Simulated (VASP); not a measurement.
Here is a VASP 6.6.1 calculation.

The input INCAR:

```
PREC     = Accurate       # precision mode
ENCUT    = 520            # plane-wave cutoff, eV
EDIFF    = 1E-7           # SCF threshold, eV
ISMEAR   = -1             # smearing method
SIGMA    = 0.02           # smearing width, eV
LREAL    = False          # projectors in reciprocal space
LASPH    = True           # aspherical terms in the spheres
NELM     = 60             # most SCF steps
ALGO     = Normal         # electronic algorithm
ISIF     = 2              # what is computed and relaxed
LWAVE    = False          # write WAVECAR
LCHARG   = True           # write CHGCAR
GGA      = PE             # functional
LELF     = True           # ELF
LVHAR    = True         
NBANDS   = 11             # bands
```

File KPOINTS:

```
Automatic mesh
0
Gamma
  10 10 10
```

File POSCAR:

```
BeS
1.0
    0.0000000000      2.4343066371      2.4343066371
    2.4343066371      0.0000000000      2.4343066371
    2.4343066371      2.4343066371      0.0000000000
Be S
1 1
Direct
    0.0000000000      0.0000000000      0.0000000000
    0.2500000000      0.2500000000      0.2500000000
```

Potentials or basis: VASP PAW PBE potentials, release 64 (Be, S).

Launch:

```console
$ cat potpaw_PBE.64/Be/POTCAR potpaw_PBE.64/S/POTCAR > POTCAR
$ mpirun -np 1 vasp_std > vasp.out
```

Predict the band gap on the k mesh.

3.14 eV, indirect (least direct gap 5.67 eV).

What does it give for the pressure?

0.4 GPa.

A k mesh can miss the band edges. As with any semilocal functional, this PBE gap is likely too small.
